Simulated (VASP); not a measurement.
# TePb (Fm-3m) in VASP: notebook

The runs below take TePb through elastic constants, with r2SCAN.

All numbers are computed with VASP 6.6.1; they aren't measurements. Logs are shortened: lines on timing, memory, paths and dates and some standing lists are left out, and cuts for length are marked.

### Step 1. The cell of the first run

It takes space group Fm-3m (No. 225, cubic). The conventional cell has a = 6.269 Å, b = 6.269 Å, c = 6.269 Å, α = 90.00°, β = 90.00°, γ = 90.00°. Within 4.1 Å of Te (site symmetry m-3m) lie 6 Pb at 3.13 Å. Pb (site symmetry m-3m) has 6 Te at 3.13 Å within 4.1 Å.

### Step 2. Elastic constants, r2SCAN

INCAR reads:

```
SYSTEM = TePb
  ALGO = Normal
  EDIFF = 1E-8
  ENCUT = 600
  IBRION = 6
  ISIF = 3
  ISMEAR = 0
  LASPH = .True.
  LCHARG = .False.
  LMIXTAU = .True.
  LREAL = .False.
  LWAVE = .False.
  METAGGA = R2SCAN
  NBANDS = 17
  NELM = 100
  NFREE = 2
  NSW = 1
  POTIM = 0.015
  PREC = Accurate
  SIGMA = 0.01
```

KPOINTS reads:

```
k-points
0
Gamma
  6 6 6
  0 0 0
```

POSCAR reads:

```
TePb
1.0
    0.0000000000      3.1347457317      3.1347457317
    3.1347457317      0.0000000000      3.1347457317
    3.1347457317      3.1347457317      0.0000000000
Te Pb
1 1
Direct
    0.5000000000      0.5000000000      0.5000000000
    0.0000000000      0.0000000000      0.0000000000
```

Potentials or basis: VASP PAW PBE potentials, release 64 (Te, Pb_d).

Run with:

```bash
$ cat potpaw_PBE.64/Te/POTCAR potpaw_PBE.64/Pb_d/POTCAR > POTCAR
$ mpirun -np 1 vasp_std > vasp.out
```

OUTCAR:

```text
SYSTEM = TePb
   EDIFF = 1E-8
   ENCUT = 600
   IBRION = 6
   ISIF = 3
   ISMEAR = 0
   LASPH = .True.
   LREAL = .False.
   METAGGA = R2SCAN
   NELM = 100
   NFREE = 2
   NSW = 1
   POTIM = 0.015
   PREC = Accurate

 ion  position               nearest neighbor table
   1  0.500  0.500  0.500-   2 3.13   2 3.13   2 3.13   2 3.13   2 3.13   2 3.13
   2  0.000  0.000  0.000-   1 3.13   1 3.13   1 3.13   1 3.13   1 3.13   1 3.13

  LATTYP: Found a face centered cubic cell.
 ALAT       =     6.2694914634

  Lattice vectors:

 A1 = (   0.0000000000,   3.1347457317,   3.1347457317)
 A2 = (   3.1347457317,   0.0000000000,   3.1347457317)
 A3 = (   3.1347457317,   3.1347457317,   0.0000000000)

Analysis of symmetry for initial positions (statically):
=====================================================================
 Subroutine PRICEL returns:
 Original cell was already a primitive cell.

 Routine SETGRP: Setting up the symmetry group for a
 face centered cubic supercell.

 Subroutine GETGRP returns: Found 48 space group operations
 (whereof 48 operations were pure point group operations)
 out of a pool of 48 trial point group operations.

The static configuration has the point symmetry O_h .

Analysis of symmetry for dynamics (positions and initial velocities):
=====================================================================
 Subroutine PRICEL returns:
 Original cell was already a primitive cell.

 Routine SETGRP: Setting up the symmetry group for a
 face centered cubic supercell.

 Subroutine GETGRP returns: Found 48 space group operations
 (whereof 48 operations were pure point group operations)
 out of a pool of 48 trial point group operations.

The dynamic configuration has the point symmetry O_h .

 Subroutine INISYM returns: Found 48 space group operations
 (whereof 48 operations are pure point group operations),
 and found     1 'primitive' translations

----------------------------------------------------------------------------------------

                                     Primitive cell

  volume of cell :      61.6080

  direct lattice vectors                    reciprocal lattice vectors
     0.000000000  3.134745732  3.134745732    -0.159502570  0.159502570  0.159502570
     3.134745732  0.000000000  3.134745732     0.159502570 -0.159502570  0.159502570
     3.134745732  3.134745732  0.000000000     0.159502570  0.159502570 -0.159502570

  length of vectors
     4.433199928  4.433199928  4.433199928     0.276266555  0.276266555  0.276266555

  position of ions in fractional coordinates (direct lattice)
     0.500000000  0.500000000  0.500000000
     0.000000000  0.000000000  0.000000000

  ion indices of the primitive-cell ions
   primitive index   ion index
                 1           1
                 2           2

----------------------------------------------------------------------------------------

 KPOINTS: k-points

Automatic generation of k-mesh.
 Grid dimensions read from file:
[... 96 lines left out ...]

 number of electron      19.9999999 magnetization

 Free energy of the ion-electron system (eV)
  ---------------------------------------------------
  ext. energy  EPLUGINS =         0.00000000
  ---------------------------------------------------
  free energy    TOTEN  =       -82.54592783 eV

  energy without entropy =      -82.54592783  energy(sigma->0) =      -82.54592783

------------------------ aborting loop because EDIFF is reached ----------------------------------------

  FORCE on cell =-STRESS in cart. coord.  units (eV):
  Direction    XX          YY          ZZ          XY          YZ          ZX
  --------------------------------------------------------------------------------------
  -------------------------------------------------------------------------------------
  Total        2.6998260      2.6998260      2.6998260     -0.0000000     -0.0000000      0.0000000
  in kB       70.2116862     70.2116862     70.2116862     -0.0000000     -0.0000000      0.0000000
  external PRESSURE =      70.2116862 kB  Pullay stress =       0.0000000 kB
[... 89 lines left out ...]
  FREE ENERGIE OF THE ION-ELECTRON SYSTEM (eV)
  ---------------------------------------------------
  free  energy   TOTEN  =       -82.4965236468 eV

  energy  without entropy=      -82.4965236468  energy(sigma->0) =      -82.49652365

[... ionic steps 4 to 14 ...]

--------------------------------------- Ionic step       15  -------------------------------------------

 number of electron      19.9999999 magnetization

------------------------ aborting loop because EDIFF is reached ----------------------------------------
[... 67 lines left out ...]
--------------------------------------- Ionic step       17  -------------------------------------------

 number of electron      20.0000000 magnetization

 Free energy of the ion-electron system (eV)
  ---------------------------------------------------
  ext. energy  EPLUGINS =         0.00000000
  ---------------------------------------------------
  free energy    TOTEN  =       -82.54577990 eV

  energy without entropy =      -82.54577990  energy(sigma->0) =      -82.54577990

 E-fermi :   6.8719     XC(G=0): -10.2629

 val. band max:        6.8258200963   @ k =   0.5000   0.0000   0.0000
 cond. band min:       7.6123306568   @ k =   0.5000   0.0000   0.0000
 fundamental gap:      0.7865105605
 Fermi energy:         6.8719316368

 k-point     1 :       0.0000    0.0000    0.0000
  band No.  band energies     occupation
      1     -10.7971      2.00000
      2     -10.7971      2.00000
      3     -10.7753      2.00000
      4     -10.7753      2.00000
      5     -10.7753      2.00000
      6      -6.5974      2.00000
[... 457 lines left out ...]
      4     -10.7543      2.00000
      5     -10.7461      2.00000
      6      -4.4008      2.00000
[... 9 lines left out ...]
     16      15.5001      0.00000
     17      17.9020      0.00000

 [... further k-points ...]

------------------------ aborting loop because EDIFF is reached ----------------------------------------

  FORCE on cell =-STRESS in cart. coord.  units (eV):
  Direction    XX          YY          ZZ          XY          YZ          ZX
  --------------------------------------------------------------------------------------
  -------------------------------------------------------------------------------------
  Total        2.7043973      2.6997390      2.6997390     -0.0000000      0.0000000      0.0000000
  in kB       70.3305680     70.2094224     70.2094224     -0.0000000      0.0000000      0.0000000
  external PRESSURE =      70.2498043 kB  Pullay stress =       0.0000000 kB
[... 17 lines left out ...]
  FREE ENERGIE OF THE ION-ELECTRON SYSTEM (eV)
  ---------------------------------------------------
  free  energy   TOTEN  =       -82.5457799046 eV

  energy  without entropy=      -82.5457799046  energy(sigma->0) =      -82.54577990

 INTERNAL STRAIN TENSORS FROM STRAINED CELLS
 ============================================

 INTERNAL STRAIN TENSOR FOR ION    1 for displacements in x,y,z  (eV/Angst):
          X           Y           Z          XY          YZ          ZX
  --------------------------------------------------------------------------------
  x     0.00000     0.00000     0.00000    -0.00000     0.00000     0.00000
  y     0.00000    -0.00000    -0.00000    -0.00000     0.00000     0.00000
  z    -0.00000    -0.00000     0.00000    -0.00000    -0.00000     0.00000

 INTERNAL STRAIN TENSORS FROM DISPLACED ATOMS
 ============================================

 INTERNAL STRAIN TENSOR FOR ION    1 for displacements in x,y,z  (eV/Angst):
          X           Y           Z          XY          YZ          ZX
  --------------------------------------------------------------------------------
  x     0.00000     0.00000     0.00000     0.00000     0.00000     0.00000
  y     0.00000     0.00000     0.00000     0.00000     0.00000     0.00000
  z     0.00000     0.00000     0.00000     0.00000     0.00000     0.00000

 INTERNAL STRAIN TENSOR FOR ION    2 for displacements in x,y,z  (eV/Angst):
          X           Y           Z          XY          YZ          ZX
  --------------------------------------------------------------------------------
  x     0.00000     0.00000     0.00000     0.00000     0.00000     0.00000
  y     0.00000     0.00000     0.00000     0.00000     0.00000     0.00000
  z     0.00000     0.00000     0.00000     0.00000     0.00000     0.00000

 Eigenvectors and eigenvalues of the dynamical matrix
 ----------------------------------------------------

   1 f  =    2.027411 THz    12.738599 2PiTHz   67.627154 cm-1     8.384695 meV
             X         Y         Z           dx          dy          dz
      3.134746  3.134746  3.134746    -0.000000    0.786723   -0.000000
      0.000000  0.000000  0.000000    -0.000000   -0.617307    0.000000
[... 21 lines left out ...]
   6 f/i=    0.000116 THz     0.000730 2PiTHz    0.003874 cm-1     0.000480 meV
             X         Y         Z           dx          dy          dz
      3.134746  3.134746  3.134746     0.291347    0.164895   -0.518647
      0.000000  0.000000  0.000000     0.371305    0.210150   -0.660986

--------------------------------------------------------------------------------------------------------

 ELASTIC MODULI CONTR FROM IONIC RELAXATION (kBar)
 Direction    XX          YY          ZZ          XY          YZ          ZX
 --------------------------------------------------------------------------------
 XX           0.0000      0.0000      0.0000      0.0000      0.0000      0.0000
 YY           0.0000      0.0000      0.0000      0.0000      0.0000      0.0000
 ZZ           0.0000      0.0000      0.0000      0.0000      0.0000      0.0000
 XY           0.0000      0.0000      0.0000      0.0000      0.0000      0.0000
 YZ           0.0000      0.0000      0.0000      0.0000      0.0000      0.0000
 ZX           0.0000      0.0000      0.0000      0.0000      0.0000      0.0000
 --------------------------------------------------------------------------------

 TOTAL ELASTIC MODULI (kBar)
 Direction    XX          YY          ZZ          XY          YZ          ZX
 --------------------------------------------------------------------------------
 XX        1883.2323     38.5000     38.5000      0.0000      0.0000      0.0000
 YY          38.5000   1883.2323     38.5000      0.0000      0.0000      0.0000
 ZZ          38.5000     38.5000   1883.2323     -0.0000     -0.0000     -0.0000
 XY           0.0000      0.0000     -0.0000    147.7781     -0.0000     -0.0000
 YZ           0.0000      0.0000     -0.0000     -0.0000    147.7781     -0.0000
 ZX           0.0000      0.0000     -0.0000     -0.0000     -0.0000    147.7781
 --------------------------------------------------------------------------------
```

It took 1.6 h on 1 thread of Oxide Virtual Turin-like, shared host; peak memory 0.32 GiB.

What came out:

```
Elastic constants C11, C12, C44                         : 188, 4, 15 GPa
Voigt bulk modulus                                      : 65 GPa
Highest phonon frequency at Γ, LO-TO splitting left out : 68 cm⁻¹
```

Phonon frequencies in cm⁻¹ (negative: imaginary):
| q point | frequencies |
| --- | --- |
| (0.000, 0.000, 0.000) | 0 0 0 68 68 68 |

Elastic tensor in Voigt notation (GPa, in the Cartesian axes of the cell as first typed):
```
188   4   4   0   0   0
  4 188   4   0   0   0
  4   4 188   0   0   0
  0   0   0  15   0   0
  0   0   0   0  15   0
  0   0   0   0   0  15
```

Clamped-ion elastic tensor (GPa):
```
188   4   4   0   0   0
  4 188   4   0   0   0
  4   4 188   0   0   0
  0   0   0  15   0   0
  0   0   0   0  15   0
  0   0   0   0   0  15
```

Caveat: the cell is under stress, which shifts elastic constants; the PAW data sets were made with another functional, which shifts forces and pressure a little; spin-orbit coupling is left out, which moves the levels of the heavy elements.

### Step 3. Elastic constants, r2SCAN

This run uses another cell than the first one, of 32.25 Å³/atom.

INCAR reads:

```
SYSTEM = TePb
PREC = Accurate
ENCUT = 600
EDIFF = 1E-8
ISMEAR = 0
SIGMA = 0.01
LREAL = .FALSE.
LASPH = .TRUE.
NELM = 60
ALGO = Normal
ISIF = 3
LWAVE = .FALSE.
LCHARG = .FALSE.
METAGGA = R2SCAN
LMIXTAU = .TRUE.
IBRION = 6
NFREE = 2
POTIM = 0.015
NSW = 1
```

KPOINTS reads:

```
regular mesh
0
G
  6 6 6
  0 0 0
```

POSCAR reads:

```
TePb
1.0
    0.0000000000      3.1831548291      3.1831548291
    3.1831548291      0.0000000000      3.1831548291
    3.1831548291      3.1831548291      0.0000000000
Te Pb
1 1
Direct
    0.5000000000      0.5000000000      0.5000000000
    0.0000000000      0.0000000000      0.0000000000
```

Potentials or basis: VASP PAW PBE potentials, release 64 (Te, Pb_d).

Run with:

```bash
$ cat potpaw_PBE.64/Te/POTCAR potpaw_PBE.64/Pb_d/POTCAR > POTCAR
$ mpirun -np 1 vasp_std > vasp.out
```

Wall time 1.7 h (1 thread of Oxide Virtual Turin-like, shared host); peak memory 0.29 GiB.

It converged, with:

```yaml
Elastic_constants_C11_C12_C44: 158, 5, 15 GPa
Voigt_bulk_modulus: 56 GPa
Highest_phonon_frequency_at_Γ_LO-TO_splitting_left_out: 52 cm⁻¹
```

Phonon frequencies in cm⁻¹ (negative: imaginary):
| q point | frequencies |
| --- | --- |
| (0.000, 0.000, 0.000) | 0 0 0 52 52 52 |

Elastic tensor in Voigt notation (GPa, in the Cartesian axes of the cell as first typed):
```
158   5   5   0   0   0
  5 158   5   0   0   0
  5   5 158   0   0   0
  0   0   0  15   0   0
  0   0   0   0  15   0
  0   0   0   0   0  15
```

Clamped-ion elastic tensor (GPa):
```
158   5   5   0   0   0
  5 158   5   0   0   0
  5   5 158   0   0   0
  0   0   0  15   0   0
  0   0   0   0  15   0
  0   0   0   0   0  15
```

Caveat: the cell is under stress, which shifts elastic constants; the PAW data sets were made with another functional, which shifts forces and pressure a little; spin-orbit coupling is left out, which moves the levels of the heavy elements.
